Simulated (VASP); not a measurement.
## Zr: single point with PBE

The system is Zr.

```
CELL_PARAMETERS angstrom
0.00000 2.25500 2.25500
2.25500 0.00000 2.25500
2.25500 2.25500 0.00000
ATOMIC_POSITIONS crystal
Zr 0.00000 0.00000 0.00000
```

This isn't the form of Zr at room conditions, which is hcp.

```json
{
 "Program": "VASP 6.6.1",
 "Task": "single point",
 "Functional": "PBE",
 "Potentials or basis": "VASP PAW PBE potentials, release 64 (Zr_sv)",
 "Cutoff": "520 eV",
 "k mesh": "16 × 16 × 16",
 "Occupations": "gaussian, width 0.2 eV",
 "Spin": "no spin polarisation"
}
```

- Pressure: 1.2 GPa
- Band gap on the k mesh: zero (bands 6 and 7 overlap by 1.38 eV)

Levels at points of the mesh, in eV from the Fermi level:
| k point | band 4 | band 5 | band 6 | band 7 | band 8 | band 9 |
| --- | --- | --- | --- | --- | --- | --- |
| (0.00, 0.00, 0.00) | -26.17 | -5.58 | 0.98 | 0.98 | 0.98 | 3.44 |
| (0.50, 0.00, 0.00) | -26.30 | -2.97 | 0.80 | 0.80 | 1.16 | 5.26 |
| (0.50, 0.50, 0.00) | -26.53 | -3.03 | -2.23 | 3.07 | 5.27 | 5.78 |

Run time: 42 s on 1 thread of Intel Xeon 8259CL (shared host), peak memory 0.16 GiB.
